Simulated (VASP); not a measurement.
# BeTe (F-43m) in VASP: a series of runs

BeTe is run at these levels: PBEsol; tasks: single point.

Everything below comes from runs of VASP 6.6.1. Logs are shortened: lines on timing, memory, paths and dates and some standing lists are left out, and cuts for length are marked.

## (1) The cell of the first run

The structure is cubic, space group F-43m (No. 216). Conventional cell: a = 5.540 Å, b = 5.540 Å, c = 5.540 Å, α = 90.00°, β = 90.00°, γ = 90.00°. Within 3.2 Å of Be (site symmetry -43m) lie 4 Te at 2.40 Å. Within 3.2 Å of Te (site symmetry -43m) lie 4 Be at 2.40 Å.

## (2) Single point, PBEsol

INCAR reads:

```
SYSTEM = BeTe
ALGO = Normal ; EDIFF = 1E-7
ENCUT = 520 ; GGA = PS
ISIF = 2 ; ISMEAR = 0
LASPH = .True. ; LCHARG = .False.
LREAL = .False. ; LWAVE = .False.
NBANDS = 11 ; NELM = 80
PREC = Accurate ; SIGMA = 0.05
```

KPOINTS reads:

```
k-points
0
Gamma
  10 10 10
  0 0 0
```

POSCAR reads:

```
BeTe
1.0
    0.0000000000      2.7700007385      2.7700007385
    2.7700007385      0.0000000000      2.7700007385
    2.7700007385      2.7700007385      0.0000000000
Be Te
1 1
Direct
    0.0000000000      0.0000000000      0.0000000000
    0.7500000000      0.7500000000      0.7500000000
```

Potentials or basis: VASP PAW PBE potentials, release 64 (Be, Te).

The run is started by

```sh
$ cat potpaw_PBE.64/Be/POTCAR potpaw_PBE.64/Te/POTCAR > POTCAR
$ mpirun -np 1 vasp_std > vasp.out
```

OUTCAR:

```text
SYSTEM = BeTe
   EDIFF = 1E-7
   ENCUT = 520
   GGA = PS
   ISIF = 2
   ISMEAR = 0
   LASPH = .True.
   LREAL = .False.
   NELM = 80
   PREC = Accurate

 ion  position               nearest neighbor table
   1  0.000  0.000  0.000-   2 2.40   2 2.40   2 2.40   2 2.40
   2  0.750  0.750  0.750-   1 2.40   1 2.40   1 2.40   1 2.40

  LATTYP: Found a face centered cubic cell.
 ALAT       =     5.5400014770

  Lattice vectors:

 A1 = (   0.0000000000,   2.7700007385,   2.7700007385)
 A2 = (   2.7700007385,   0.0000000000,   2.7700007385)
 A3 = (   2.7700007385,   2.7700007385,   0.0000000000)

Analysis of symmetry for initial positions (statically):
=====================================================================
 Subroutine PRICEL returns:
 Original cell was already a primitive cell.

 Routine SETGRP: Setting up the symmetry group for a
 face centered cubic supercell.

 Subroutine GETGRP returns: Found 24 space group operations
 (whereof 24 operations were pure point group operations)
 out of a pool of 48 trial point group operations.

The static configuration has the point symmetry T_d .

Analysis of symmetry for dynamics (positions and initial velocities):
=====================================================================
 Subroutine PRICEL returns:
 Original cell was already a primitive cell.

 Routine SETGRP: Setting up the symmetry group for a
 face centered cubic supercell.

 Subroutine GETGRP returns: Found 24 space group operations
 (whereof 24 operations were pure point group operations)
 out of a pool of 48 trial point group operations.

The dynamic configuration has the point symmetry T_d .

 Subroutine INISYM returns: Found 24 space group operations
 (whereof 24 operations are pure point group operations),
 and found     1 'primitive' translations

----------------------------------------------------------------------------------------

                                     Primitive cell

  volume of cell :      42.5079

  direct lattice vectors                    reciprocal lattice vectors
     0.000000000  2.770000738  2.770000738    -0.180505367  0.180505367  0.180505367
     2.770000738  0.000000000  2.770000738     0.180505367 -0.180505367  0.180505367
     2.770000738  2.770000738  0.000000000     0.180505367  0.180505367 -0.180505367

  length of vectors
     3.917372612  3.917372612  3.917372612     0.312644467  0.312644467  0.312644467

  position of ions in fractional coordinates (direct lattice)
     0.000000000  0.000000000  0.000000000
     0.750000000  0.750000000  0.750000000

  ion indices of the primitive-cell ions
   primitive index   ion index
                 1           1
                 2           2

----------------------------------------------------------------------------------------

 KPOINTS: k-points

Automatic generation of k-mesh.
 Grid dimensions read from file:
 generate k-points for:   10   10   10

 Generating k-lattice:

  Cartesian coordinates                     Fractional coordinates (reciprocal lattice)
    -0.018050537  0.018050537  0.018050537     0.100000000  0.000000000  0.000000000
     0.018050537 -0.018050537  0.018050537     0.000000000  0.100000000  0.000000000
     0.018050537  0.018050537 -0.018050537     0.000000000  0.000000000  0.100000000

  Length of vectors
     0.031264447  0.031264447  0.031264447

  Shift w.r.t. Gamma in fractional coordinates (k-lattice)
     0.000000000  0.000000000  0.000000000

 Subroutine IBZKPT returns following result:
 ===========================================

 Found     47 irreducible k-points:

 Following reciprocal coordinates:
            Coordinates               Weight
  0.000000  0.000000  0.000000      1.000000
  0.100000  0.000000  0.000000      8.000000
  0.200000  0.000000  0.000000      8.000000
  0.300000  0.000000  0.000000      8.000000
  0.400000  0.000000  0.000000      8.000000
  0.500000  0.000000  0.000000      4.000000
[... 16 lines left out ...]
  0.300000  0.300000  0.000000      6.000000
  0.400000  0.300000  0.000000     24.000000
 [... further k-points ...]
   k-points           NKPTS =     47   k-points in BZ     NKDIM =     47   number of bands    NBANDS=     11
   number of dos      NEDOS =    301   number of ions     NIONS =      2
   total plane-waves  NPLWV =  27000
   dimension x,y,z NGX =    30 NGY =   30 NGZ =   30
   dimension x,y,z NGXF=    60 NGYF=   60 NGZF=   60
   ions per type =               1   1
   NGX,Y,Z   is equivalent  to a cutoff of  12.73, 12.73, 12.73 a.u.
   NGXF,Y,Z  is equivalent  to a cutoff of  25.46, 25.46, 25.46 a.u.
 SYSTEM =  BeTe
   PREC   = accura    normal or accurate (medium, high low for compatibility)
   ISTART =      0    job   : 0-new  1-cont  2-samecut
   ICHARG =      2    charge: 1-file 2-atom 10-const
   ISPIN  =      1    spin polarized calculation?
   LNONCOLLINEAR =      F non collinear calculations
   LSORBIT =      F    spin-orbit coupling
   LASPH  =      T    aspherical Exc in radial PAW
   ENCUT  =  520.0 eV  38.22 Ry    6.18 a.u.   7.28  7.28  7.28*2*pi/ulx,y,z
   NELM   =     80;   NELMIN=  2; NELMDL= -5     # of ELM steps
   EDIFF  = 0.1E-06   stopping-criterion for ELM
   LREAL  =      F    real-space projection
   EDIFFG = 0.1E-05   stopping-criterion for IOM
   NSW    =      0    number of steps for IOM
   IBRION =     -1    ionic relax: 0-MD 1-quasi-New 2-CG
   NFREE  =      0    steps in history (QN), initial steepest desc. (CG)
   ISIF   =      2    stress and relaxation
   ISYM   =      2    0-nonsym 1-usesym 2-fastsym
   POTIM  = 0.5000    time-step for ionic-motion
   TEBEG  =    0.0;   TEEND  =   0.0 temperature during run
   PSTRESS=    0.0 pullay stress
   NELECT =       8.0000    total number of electrons
   NUPDOWN=      -1.0000    fix difference up-down
   EMIN   =  10.00;   EMAX   =-10.00  energy-range for DOS
   EFERMI =   0.00;   METHOD = LEGACY
   ISMEAR =     0;   SIGMA  =   0.05  broadening in eV -4-tet -1-fermi 0-gaus
   EFERMI_NEDOS =   21; number of points for ismear=-14 and -15
   IALGO  =     38    algorithm
   IMIX   =      4    mixing-type and parameters
     AMIX     =   0.40;   BMIX     =  1.00
     AMIX_MAG =   1.60;   BMIX_MAG =  1.00
  volume/ion in A,a.u.               =      21.25       143.43
  Fermi-wavevector in a.u.,A,eV,Ry     =   0.938170  1.772885 11.975348  0.880163
  Thomas-Fermi vector in A             =   2.065355
   LORBIT       =      0    0 simple, 1 ext, 2 COOP (PROOUT), +10 PAW based schemes
   GGA     = PS    functional components
   LHFCALC =     F    Hartree Fock is set to
   AEXX    =    0.0000 exact exchange contribution
   IVDW    =     0    specifies the selected vdW correction
   LEPSILON=     F    determine dielectric tensor
   LRPA    =     F    only Hartree local field effects (RPA)
 non-spin polarized calculation
 Gauss-broadening in eV      SIGMA  =   0.05
  energy-cutoff  :      520.00
  volume of cell :       42.51
 maximum number of plane-waves:      1167
 NGX is ok and might be reduce to    30
   NGX = 15   NGY = 15   NGZ = 15

 number of electron       8.0000000 magnetization

 Free energy of the ion-electron system (eV)
  ---------------------------------------------------
  ext. energy  EPLUGINS =         0.00000000
  ---------------------------------------------------
  free energy    TOTEN  =        -8.20367458 eV

  energy without entropy =       -8.20367458  energy(sigma->0) =       -8.20367458

 E-fermi :   5.8445     XC(G=0):  -9.3981

 val. band max:        5.5694825083   @ k =   0.0000   0.0000   0.0000
 cond. band min:       7.2979287563   @ k =   0.5000   0.5000   0.0000
 fundamental gap:      1.7284462480
 Fermi energy:         5.8444542251

 k-point     1 :       0.0000    0.0000    0.0000
  band No.  band energies     occupation
      1      -7.1006      2.00000
      2       5.5695      2.00000
      3       5.5695      2.00000
      4       5.5695      2.00000
      5       9.1237      0.00000
      6       9.1237      0.00000
      7       9.1237      0.00000
      8       9.6655      0.00000
      9      13.8355      0.00000
     10      15.9169      0.00000
     11      15.9169      0.00000

 k-point     2 :       0.1000    0.0000    0.0000
  band No.  band energies     occupation
      1      -6.9983      2.00000
      2       4.5859      2.00000
      3       5.3947      2.00000
      4       5.3947      2.00000
      5       9.1691      0.00000
      6       9.3748      0.00000
      7       9.3748      0.00000
      8      10.5336      0.00000
      9      14.1209      0.00000
     10      15.0759      0.00000
     11      15.0759      0.00000

 k-point     3 :       0.2000    0.0000    0.0000
  band No.  band energies     occupation
      1      -6.7048      2.00000
      2       2.8805      2.00000
      3       5.0250      2.00000
      4       5.0250      2.00000
      5       9.0322      0.00000
      6       9.8610      0.00000
      7       9.8610      0.00000
      8      12.1234      0.00000
      9      14.5163      0.00000
     10      14.5393      0.00000
     11      14.5393      0.00000

 k-point     4 :       0.3000    0.0000    0.0000
  band No.  band energies     occupation
      1      -6.2717      2.00000
      2       1.2911      2.00000
      3       4.6699      2.00000
      4       4.6699      2.00000
      5       8.8781      0.00000
      6      10.1342      0.00000
      7      10.1342      0.00000
      8      13.2019      0.00000
      9      14.7648      0.00000
     10      14.8898      0.00000
     11      14.8898      0.00000
[... 239 lines left out ...]
 k-point    22 :      -0.2000    0.2000    0.0000
  band No.  band energies     occupation
      1      -6.1234      2.00000
      2       1.6265      2.00000
      3       2.9146      2.00000
      4       4.7383      2.00000
      5       9.6290      0.00000
      6      10.3907      0.00000
      7      11.0053      0.00000
      8      11.9559      0.00000
      9      13.5937      0.00000
     10      15.9398      0.00000
     11      17.0379      0.00000

 k-point    23 :       0.3000    0.3000    0.0000
  band No.  band energies     occupation
      1      -5.9858      2.00000
      2       1.8352      2.00000
      3       3.3868      2.00000
      4       3.3868      2.00000
      5       7.7985      0.00000
      6       9.2777      0.00000
      7      12.9924      0.00000
      8      12.9924      0.00000
      9      15.3980      0.00000
     10      17.1952      0.00000
     11      17.3495      0.00000

 k-point    24 :       0.4000    0.3000    0.0000
  band No.  band energies     occupation
      1      -5.6324      2.00000
      2       1.0963      2.00000
      3       2.8725      2.00000
      4       3.1646      2.00000
      5       7.8987      0.00000
      6       9.1396      0.00000
      7      13.3123      0.00000
      8      13.4786      0.00000
      9      16.5889      0.00000
     10      17.6678      0.00000
     11      17.9808      0.00000

 [... further k-points ...]

------------------------ aborting loop because EDIFF is reached ----------------------------------------

  FORCE on cell =-STRESS in cart. coord.  units (eV):
  Direction    XX          YY          ZZ          XY          YZ          ZX
  --------------------------------------------------------------------------------------
  -------------------------------------------------------------------------------------
  Total        0.6721387      0.6721387      0.6721387      0.0000000      0.0000000      0.0000000
  in kB       25.3337699     25.3337699     25.3337699      0.0000000      0.0000000      0.0000000
  external PRESSURE =      25.3337699 kB  Pullay stress =       0.0000000 kB

 VOLUME and BASIS-vectors are now :
 -----------------------------------------------------------------------------
  energy-cutoff  :      520.00
  volume of cell :       42.51
      direct lattice vectors                 reciprocal lattice vectors
     0.000000000  2.770000738  2.770000738    -0.180505367  0.180505367  0.180505367
     2.770000738  0.000000000  2.770000738     0.180505367 -0.180505367  0.180505367
     2.770000738  2.770000738  0.000000000     0.180505367  0.180505367 -0.180505367

 POSITION                                       TOTAL-FORCE (eV/Angst)
 -----------------------------------------------------------------------------------
      0.00000      0.00000      0.00000         0.000000      0.000000      0.000000
      4.15500      4.15500      4.15500        -0.000000     -0.000000     -0.000000
 -----------------------------------------------------------------------------------
    total drift:                               -0.000000     -0.000000     -0.000000

  FREE ENERGIE OF THE ION-ELECTRON SYSTEM (eV)
  ---------------------------------------------------
  free  energy   TOTEN  =        -8.2036745830 eV

  energy  without entropy=       -8.2036745830  energy(sigma->0) =       -8.20367458
```

It took 10 s on 1 thread of Intel Xeon 6975P-C (Granite Rapids), shared host; peak memory 0.17 GiB.

What came out:

```yaml
Free_energy: -8.2037 eV
Pressure: 2.5 GPa
Band_gap_on_the_k_mesh: 1.73 eV, indirect (least direct gap 3.55 eV)
```

Levels at points of the mesh, in eV from the valence-band top:
```
           k point  band 2  band 3  band 4  band 5  band 6  band 7
(0.00, 0.00, 0.00)    0.00    0.00    0.00    3.55    3.55    3.55
(0.50, 0.00, 0.00)   -5.90   -1.22   -1.22    3.17    4.53    4.53
(0.50, 0.50, 0.00)   -5.40   -2.85   -2.85    1.73    2.54   10.02
```

Caveat: the PAW data sets were made with another functional, which shifts forces and pressure a little; spin-orbit coupling is left out, which moves the levels of the heavy elements.

(Part 1 of 2 ends here.)
